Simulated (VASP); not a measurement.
# Mg4O in VASP: further runs

Runs on Mg4O. Level: LDA. Tasks: single point.

All numbers are computed with VASP 6.6.1; they aren't measurements. Logs are shortened: lines on timing, memory, paths and dates and some standing lists are left out, and cuts for length are marked.

**1. The cell of the first run**

The cell holds a slab with vacuum, 5 atoms: a = 3.147 Å, b = 5.039 Å, c = 20.585 Å, α = 90.00°, β = 90.00°, γ = 90.00°.

**2. Single point, LDA**

File INCAR:

```
ALGO = Normal
DIPOL = 0.5 0.5 0.322
EDIFF = 1E-7
ENCUT = 520
IDIPOL = 3
ISIF = 2
ISMEAR = 0
LASPH = T
LCHARG = F
LDIPOL = T
LREAL = F
LWAVE = F
NBANDS = 15
NELM = 80
PREC = Accurate
SIGMA = 0.1
```

File KPOINTS:

```
k-points
0
Gamma
  8 5 1
```

File POSCAR:

```
Mg4O
1.0
    3.1466128697      0.0000000000      0.0000000000
    0.0000000000      5.0388886589      0.0000000000
    0.0000000000      0.0000000000     20.5846139733
Mg O
4 1
Direct
    0.0000000000      0.7500000000      0.1943198937
    0.5000000000      0.2500000000      0.2384474589
    0.5000000000      0.7500000000      0.3306067122
    0.0000000000      0.2500000000      0.3684603453
    0.3750000000      0.6250000000      0.4767936861
```

Potentials or basis: VASP PAW LDA potentials, release 64 (Mg, O).

Run with:

```sh
$ cat potpaw_LDA.64/Mg/POTCAR potpaw_LDA.64/O/POTCAR > POTCAR
$ mpirun -np 1 vasp_std > vasp.out
```

OUTCAR:

```text
EDIFF = 1E-7
   ENCUT = 520
   ISIF = 2
   ISMEAR = 0
   LASPH = T
   LREAL = F
   NELM = 80
   PREC = Accurate

 ion  position               nearest neighbor table
   1  0.000  0.750  0.194-   2 3.11   2 3.11   2 3.11   2 3.11   3 3.22   3 3.22
   2  0.500  0.250  0.238-   4 3.10   4 3.10   1 3.11   1 3.11   1 3.11   1 3.11   3 3.15   3 3.15

   3  0.500  0.750  0.331-   4 3.07   4 3.07   4 3.07   4 3.07   2 3.15   2 3.15   1 3.22   1 3.22

   4  0.000  0.250  0.368-   3 3.07   3 3.07   3 3.07   3 3.07   2 3.10   2 3.10
   5  0.375  0.625  0.477-

  LATTYP: Found a simple orthorhombic cell.
 ALAT       =     3.1466128697
 B/A-ratio  =     1.6013691126
 C/A-ratio  =     6.5418323848

  Lattice vectors:

 A1 = (   3.1466128697,   0.0000000000,   0.0000000000)
 A2 = (   0.0000000000,   5.0388886589,   0.0000000000)
 A3 = (   0.0000000000,   0.0000000000,  20.5846139733)

Analysis of symmetry for initial positions (statically):
=====================================================================
 Subroutine PRICEL returns:
 Original cell was already a primitive cell.

 Routine SETGRP: Setting up the symmetry group for a
 simple orthorhombic supercell.

 Subroutine GETGRP returns: Found  1 space group operations
 (whereof  1 operations were pure point group operations)
 out of a pool of  8 trial point group operations.

The static configuration has the point symmetry C_1 .

Analysis of symmetry for dynamics (positions and initial velocities):
=====================================================================
 Subroutine PRICEL returns:
 Original cell was already a primitive cell.

 Routine SETGRP: Setting up the symmetry group for a
 simple orthorhombic supercell.

 Subroutine GETGRP returns: Found  1 space group operations
 (whereof  1 operations were pure point group operations)
 out of a pool of  8 trial point group operations.

The dynamic configuration has the point symmetry C_1 .

 Subroutine INISYM returns: Found  1 space group operations
 (whereof  1 operations are pure point group operations),
 and found     1 'primitive' translations

----------------------------------------------------------------------------------------

                                     Primitive cell

  volume of cell :     326.3779

  direct lattice vectors                    reciprocal lattice vectors
     3.146612870  0.000000000  0.000000000     0.317802043  0.000000000  0.000000000
     0.000000000  5.038888659  0.000000000     0.000000000  0.198456459  0.000000000
     0.000000000  0.000000000 20.584613973     0.000000000  0.000000000  0.048579973

  length of vectors
     3.146612870  5.038888659 20.584613973     0.317802043  0.198456459  0.048579973
[... 107 lines left out ...]
   LORBIT       =      0    0 simple, 1 ext, 2 COOP (PROOUT), +10 PAW based schemes
   GGA     = CA    functional components
   LHFCALC =     F    Hartree Fock is set to
   AEXX    =    0.0000 exact exchange contribution
   IVDW    =     0    specifies the selected vdW correction
   LEPSILON=     F    determine dielectric tensor
   LRPA    =     F    only Hartree local field effects (RPA)
 non-spin polarized calculation
 Gauss-broadening in eV      SIGMA  =   0.10
  energy-cutoff  :      520.00
  volume of cell :      326.38
 maximum number of plane-waves:      8852
 NGX is ok and might be reduce to    24
   NGX = 11   NGY = 19   NGZ = 77

 number of electron      13.9999998 magnetization

 dipolmoment           0.000000      0.000000      0.431468 electrons x Angstroem

 Free energy of the ion-electron system (eV)
  ---------------------------------------------------
  ext. energy  EPLUGINS =         0.00000000
  ---------------------------------------------------
  free energy    TOTEN  =        -8.83452539 eV

  energy without entropy =       -8.79811513  energy(sigma->0) =       -8.81632026

 E-fermi :  -3.6001     XC(G=0):  -3.6346

 val. band max:       -3.6016650360   @ k =   0.5000   0.0000   0.0000
 cond. band min:      -3.5801030465   @ k =   0.1250   0.0000   0.0000
 fundamental gap:      0.0215619895
 Fermi energy:        -3.6001284397

 k-point     1 :       0.0000    0.0000    0.0000
  band No.  band energies     occupation
      1     -18.3371      2.00000
      2      -9.8045      2.00000
      3      -7.4594      2.00000
      4      -4.7124      2.00000
      5      -4.4151      2.00000
      6      -4.0085      2.00000
      7      -3.6928      1.81000
      8      -3.4056      0.00594
      9      -3.3303      0.00014
     10      -2.1310      0.00000
     11      -1.2832      0.00000
     12      -1.0227      0.00000
     13       0.2663      0.00000
     14       1.4137      0.00000
[... 347 lines left out ...]
      2      -5.3167      2.00000
      3      -5.2012      2.00000
      4      -4.6364      2.00000
      5      -4.4080      2.00000
      6      -4.0713      2.00000
      7      -3.9147      1.99999
      8      -3.6893      1.79286
      9      -2.6084      0.00000
     10      -2.4497      0.00000
     11      -1.6111      0.00000
     12      -1.5062      0.00000
     13       0.2764      0.00000
     14       0.4352      0.00000
     15       1.2925      0.00000

------------------------ aborting loop because EDIFF is reached ----------------------------------------

 vacuum level on the upper side and lower side of the slab       (xc-potential included)         2.394        -2.408

  FORCE on cell =-STRESS in cart. coord.  units (eV):
  Direction    XX          YY          ZZ          XY          YZ          ZX
  --------------------------------------------------------------------------------------
  -------------------------------------------------------------------------------------
  Total       -1.9614354     -2.3259505     -6.7748794     -0.1801454     -0.5812841     -0.0912123
  in kB       -9.6286142    -11.4180056    -33.2576339     -0.8843269     -2.8535021     -0.4477578
  external PRESSURE =     -18.1014179 kB  Pullay stress =       0.0000000 kB

 VOLUME and BASIS-vectors are now :
 -----------------------------------------------------------------------------
  energy-cutoff  :      520.00
  volume of cell :      326.38
      direct lattice vectors                 reciprocal lattice vectors
     3.146612870  0.000000000  0.000000000     0.317802043  0.000000000  0.000000000
     0.000000000  5.038888659  0.000000000     0.000000000  0.198456459  0.000000000
     0.000000000  0.000000000 20.584613973     0.000000000  0.000000000  0.048579973

 POSITION                                       TOTAL-FORCE (eV/Angst)
 -----------------------------------------------------------------------------------
      0.00000      3.77917      4.00000         0.001831     -0.023539      0.264811
      1.57331      1.25972      4.90835         0.013931      0.022546     -0.005127
      1.57331      3.77917      6.80541        -0.072982     -0.137191      0.765642
      0.00000      1.25972      7.58461         0.104039      0.457787      1.339924
      1.17998      3.14931      9.81461        -0.046819     -0.319604     -2.365250
 -----------------------------------------------------------------------------------
    total drift:                               -0.000047      0.000034      0.000042

  FREE ENERGIE OF THE ION-ELECTRON SYSTEM (eV)
  ---------------------------------------------------
  free  energy   TOTEN  =        -8.8345253897 eV

  energy  without entropy=       -8.7981151270  energy(sigma->0) =       -8.81632026

 vacuum level on the upper side and lower side of the slab         5.026         0.102
```

It took 1.9 min on 1 thread of Intel Xeon 6975P-C, shared host; peak memory 0.35 GiB.

Results:

| Property | Result |
| --- | --- |
| Free energy | -8.8345 eV |
| Largest force | 2.387 eV/Å |
| Band gap on the k mesh | zero (bands 7 and 8 overlap by 0.22 eV) |

Forces in eV/Å, atoms in the order of the input:
```
Mg   0.002 -0.024  0.265
Mg   0.014  0.023 -0.005
Mg  -0.073 -0.137  0.766
Mg   0.104  0.458  1.340
O   -0.047 -0.320 -2.365
```

**3. Single point, LDA**

File INCAR:

```
PREC = Accurate
ENCUT = 520
EDIFF = 1E-7
ISMEAR = 0
SIGMA = 0.1
LREAL = F
LASPH = T
NELM = 80
ALGO = Normal
ISIF = 2
LWAVE = F
LCHARG = F
LDIPOL = T
IDIPOL = 3
DIPOL = 0.5 0.5 0.330
GGA = CA
NBANDS = 15
```

File KPOINTS:

```
Automatic mesh
0
Gamma
  8 5 1
```

POSCAR, as its differences from that of step 2:

```diff
@@ -12,2 +12,2 @@
     0.0000000000      0.2500000000      0.3684603453
-    0.3750000000      0.6250000000      0.4767936861
+    0.3750000000      0.6250000000      0.5205156622
```

Potentials or basis: VASP PAW LDA potentials, release 64 (Mg, O).

Run with:

```sh
$ cat potpaw_LDA.64/Mg/POTCAR potpaw_LDA.64/O/POTCAR > POTCAR
$ mpirun -np 1 vasp_std > vasp.out
```

Run time: 2.9 min. Hardware: 1 thread of Intel Xeon 6975P-C, shared host; peak memory 0.35 GiB.

The run converged. Its results:

```
Free energy            : -7.3985 eV
Largest force          : 0.987 eV/Å
Band gap on the k mesh : zero (bands 7 and 8 overlap by 0.17 eV)
```

Forces on the atoms (eV/Å):
```
Mg   0.001 -0.023  0.246
Mg   0.007  0.015 -0.011
Mg  -0.011 -0.009  0.114
Mg   0.023  0.123  0.631
O   -0.020 -0.106 -0.981
```

Levels at points of the mesh, in eV from the Fermi level:
| k point | band 5 | band 6 | band 7 | band 8 | band 9 | band 10 |
| --- | --- | --- | --- | --- | --- | --- |
| (0.00, 0.00, 0.00) | -0.82 | -0.20 | -0.15 | -0.04 | 0.31 | 1.30 |
| (0.50, 0.00, 0.00) | -0.53 | -0.11 | 0.05 | 0.05 | 2.50 | 2.76 |

**4. Single point, LDA**

File INCAR:

```
ALGO = Normal ; DIPOL = 0.5 0.5 0.318
EDIFF = 1E-6 ; ENCUT = 520
GGA = CA ; IDIPOL = 3
ISIF = 2 ; ISMEAR = 0
LASPH = T ; LCHARG = F
LDIPOL = T ; LREAL = F
LWAVE = F ; NBANDS = 15
NELM = 80 ; PREC = Accurate
SIGMA = 0.1
```

File KPOINTS:

```
k-points
0
Gamma
  8 5 1
```

POSCAR, as its differences from that of step 3:

```diff
@@ -12,2 +12,2 @@
     0.0000000000      0.2500000000      0.3684603453
-    0.3750000000      0.6250000000      0.5205156622
+    0.1250000000      0.3750000000      0.4583332962
```

Run with:

```sh
$ cat potpaw_LDA.64/Mg/POTCAR potpaw_LDA.64/O/POTCAR > POTCAR
$ mpirun -np 1 vasp_std > vasp.out
```

It took 3 min on 1 thread of Intel Xeon 6975P-C, shared host; peak memory 0.35 GiB.

It converged, with:

```
Free energy            : -10.6893 eV
Largest force          : 2.652 eV/Å
Band gap on the k mesh : zero (bands 7 and 8 overlap by 0.28 eV)
```

Forces on the atoms (eV/Å):
```
Mg   0.000 -0.008  0.274
Mg   0.009  0.007 -0.062
Mg  -0.072 -0.256  0.354
Mg  -0.023  0.429  2.079
O    0.085 -0.172 -2.645
```

Levels at points of the mesh, in eV from the Fermi level:
```csv
k point,band 4,band 5,band 6,band 7,band 8,band 9,band 10,band 11
"(0.00, 0.00, 0.00)",-1.23,-0.93,-0.49,-0.04,0.17,0.28,1.66,2.29
"(0.50, 0.00, 0.00)",-1.37,-0.92,-0.20,0.04,0.42,2.52,2.86,3.04
```

**5. Summary**

| cell | gap on the mesh (eV) | largest force (eV/Å) |
| --- | --- | --- |
| as given, atomic positions A | none | 2.39 |
| as given, atomic positions B | none | 0.99 |
| as given, atomic positions C | none | 2.65 |

Alike in all rows: task single point; level LDA; potentials or basis VASP PAW LDA potentials, release 64 (Mg, O); no spin polarisation; k mesh 8 × 5 × 1; cutoff (eV) 520; smearing gaussian 0.1 eV.

Absolute energies hang on the potentials; compare differences alone.

The gap in the log of VASP goes by the Fermi energy; the results here count the filled bands.